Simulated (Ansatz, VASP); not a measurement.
One calculation of AlN, two programs

```
Al N
1.0
     3.32120    0.00000    0.00000
    -1.66060    2.87624    0.00000
     0.00000    0.00000    3.93300
Al N
2 2
Direct
  0.33333 0.66667 0.75000
  0.66667 0.33333 0.25000
  0.33333 0.66667 0.25000
  0.66667 0.33333 0.75000
```

Alike in both runs: task single point; functional PBEsol; k mesh 9 × 9 × 6; occupations gaussian, width 0.05 eV; no spin polarisation.

```csv
,VASP,Ansatz
version,VASP 6.6.1,Ansatz 0.2.0
potentials or method,"VASP PAW PBE potentials, release 64 (Al, N), cutoff 520 eV","scalar-relativistic, plane waves, PAW"
valence electrons in the cell,16,16
```

|  | VASP | Ansatz | Ansatz less VASP |
| --- | --- | --- | --- |
| gap on the k mesh at the Fermi level (eV) | 3.75 | 3.74 | -0.012 |
| least direct gap on the mesh (eV) | 3.75 | 3.74 | -0.012 |
| pressure (GPa) | 9.1 | 9.1 | -0.07 |
| traceless stress, the component that is largest in VASP (GPa) | 9.81 | 9.68 | -0.127 |

VASP's potentials were made for PBE, not for PBEsol, and Ansatz warns of the same on its side.
